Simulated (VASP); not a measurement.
# Rh (Fm-3m) in VASP: a series of runs, part 2 of 2

VASP 6.6.1. Earlier steps stand in the parts before.

### 4 Single point, LDA, collinear spin, ferromagnetic start

POSCAR reads:

```
Rh
1.0
    0.0000000000      1.8978500000      1.8978500000
    1.8978500000      0.0000000000      1.8978500000
    1.8978500000      1.8978500000      0.0000000000
Rh
1
Direct
    0.0000000000      0.0000000000      0.0000000000
```

INCAR.step1 reads:

```
PREC     = Accurate       # precision mode
ENCUT    = 520            # plane-wave cutoff, eV
EDIFF    = 1E-6           # SCF threshold, eV
ISMEAR   = -1             # smearing method
SIGMA    = 0.05           # smearing width, eV
LREAL    = F              # projectors in reciprocal space
LASPH    = T              # aspherical terms in the spheres
NELM     = 150            # most SCF steps
ALGO     = Normal         # electronic algorithm
ISIF     = 2              # what is computed and relaxed
LWAVE    = F              # write WAVECAR
LCHARG   = T              # write CHGCAR
ISPIN    = 2              # spin polarisation
MAGMOM   = 1              # initial moments
LMAXMIX  = 4              # l up to which the mixer works
GGA      = CA             # functional
NBANDS   = 18             # bands
```

KPOINTS.step1 reads:

```
Automatic mesh
0
Gamma
  15 15 15
```

INCAR.step2 reads:

```
PREC     = Accurate       # precision mode
ENCUT    = 520            # plane-wave cutoff, eV
EDIFF    = 1E-6           # SCF threshold, eV
ISMEAR   = -5             # smearing method
SIGMA    = 0.05           # smearing width, eV
LREAL    = F              # projectors in reciprocal space
LASPH    = T              # aspherical terms in the spheres
NELM     = 150            # most SCF steps
ALGO     = Normal         # electronic algorithm
ISIF     = 2              # what is computed and relaxed
LWAVE    = F              # write WAVECAR
LCHARG   = F              # write CHGCAR
ISPIN    = 2              # spin polarisation
MAGMOM   = 1              # initial moments
LORBIT   = 11             # projections on sites
LMAXMIX  = 4              # l up to which the mixer works
GGA      = CA             # functional
NBANDS   = 18             # bands
NEDOS    = 2001           # points of the DOS
ICHARG   = 11             # starting density
```

KPOINTS.step2 reads:

```
Automatic mesh
0
Gamma
  23 23 23
```

Potentials or basis: VASP PAW LDA potentials, release 64 (Rh_pv).

Launch:

```
> cat potpaw_LDA.64/Rh_pv/POTCAR > POTCAR
> cp INCAR.step1 INCAR
> cp KPOINTS.step1 KPOINTS
> mpirun -np 1 vasp_std > vasp.out
> cp INCAR.step2 INCAR
> cp KPOINTS.step2 KPOINTS
> mpirun -np 1 vasp_std > vasp.out
```

OUTCAR:

```text
PREC = Accurate
   ENCUT = 520
   EDIFF = 1E-6
   ISMEAR = -5
   LREAL = F
   LASPH = T
   NELM = 150
   ISIF = 2
   ISPIN = 2
   LORBIT = 11
   GGA = CA
   ICHARG = 11

 ion  position               nearest neighbor table
   1  0.000  0.000  0.000-

  LATTYP: Found a face centered cubic cell.
 ALAT       =     3.7957000000

  Lattice vectors:

 A1 = (   0.0000000000,   1.8978500000,   1.8978500000)
 A2 = (   1.8978500000,   0.0000000000,   1.8978500000)
 A3 = (   1.8978500000,   1.8978500000,   0.0000000000)

Analysis of symmetry for initial positions (statically):
=====================================================================
 Subroutine PRICEL returns:
 Original cell was already a primitive cell.

 Routine SETGRP: Setting up the symmetry group for a
 face centered cubic supercell.

 Subroutine GETGRP returns: Found 48 space group operations
 (whereof 48 operations were pure point group operations)
 out of a pool of 48 trial point group operations.

The static configuration has the point symmetry O_h .

Analysis of symmetry for dynamics (positions and initial velocities):
=====================================================================
 Subroutine PRICEL returns:
 Original cell was already a primitive cell.

 Routine SETGRP: Setting up the symmetry group for a
[... 182 lines left out ...]
      5       8.6705      1.00000
      6       8.6705      1.00000
[... 493 lines left out ...]
     17      44.3098      0.00000
     18      50.2419      0.00000

 [... further k-points ...]

 spin component 2

 k-point     1 :       0.0000    0.0000    0.0000
  band No.  band energies     occupation
      1     -34.3709      1.00000
      2     -34.3709      1.00000
      3     -34.3709      1.00000
      4       3.7426      1.00000
      5       8.6704      1.00000
      6       8.6704      1.00000
[... 493 lines left out ...]
     17      44.3098      0.00000
     18      50.3083      0.00000

 [... further k-points ...]
[... 5 lines left out ...]
  --------------------------------------------------------------------------------------
  -------------------------------------------------------------------------------------
  Total       -0.7383245     -0.7383245     -0.7383245      0.0000000      0.0000000      0.0000000
  in kB      -86.5251240    -86.5251240    -86.5251240      0.0000000      0.0000000      0.0000000
  external PRESSURE =     -86.5251240 kB  Pullay stress =       0.0000000 kB

 VOLUME and BASIS-vectors are now :
 -----------------------------------------------------------------------------
  energy-cutoff  :      520.00
  volume of cell :       13.67
      direct lattice vectors                 reciprocal lattice vectors
     0.000000000  1.897850000  1.897850000    -0.263456016  0.263456016  0.263456016
     1.897850000  0.000000000  1.897850000     0.263456016 -0.263456016  0.263456016
     1.897850000  1.897850000  0.000000000     0.263456016  0.263456016 -0.263456016

 POSITION                                       TOTAL-FORCE (eV/Angst)
 -----------------------------------------------------------------------------------
      0.00000      0.00000      0.00000        -0.000000     -0.000000     -0.000000
 -----------------------------------------------------------------------------------
    total drift:                               -0.000000      0.000000      0.000000

  FREE ENERGIE OF THE ION-ELECTRON SYSTEM (eV)
  ---------------------------------------------------
  free  energy   TOTEN  =        -8.6718472922 eV

  energy  without entropy=       -8.6718472922  energy(sigma->0) =       -8.67184729

 total charge

# of ion       s       p       d       tot
------------------------------------------
    1        0.418   6.308   7.069  13.795

 magnetization (x)

# of ion       s       p       d       tot
------------------------------------------
    1        0.000   0.000  -0.000  -0.000
```

OUTCAR.step1:

```text
PREC = Accurate
   ENCUT = 520
   EDIFF = 1E-6
   ISMEAR = -1
   LREAL = F
[... 1246 lines left out ...]

 POSITION                                       TOTAL-FORCE (eV/Angst)
 -----------------------------------------------------------------------------------
      0.00000      0.00000      0.00000        -0.000000     -0.000000     -0.000000
 -----------------------------------------------------------------------------------
    total drift:                                0.000000     -0.000000      0.000000

  FREE ENERGIE OF THE ION-ELECTRON SYSTEM (eV)
  ---------------------------------------------------
  free  energy   TOTEN  =        -8.6779599777 eV

  energy  without entropy=       -8.6670167960  energy(sigma->0) =       -8.67248839
```

It took 99 s on 1 thread of Intel Xeon Platinum 8559C (Emerald Rapids), shared host; peak memory 0.23 GiB.

Results:

| Quantity | Value |
| --- | --- |
| Net moment | 0.00 μB per cell |
| Valence electrons inside the program's atomic spheres | Rh 13.79 |
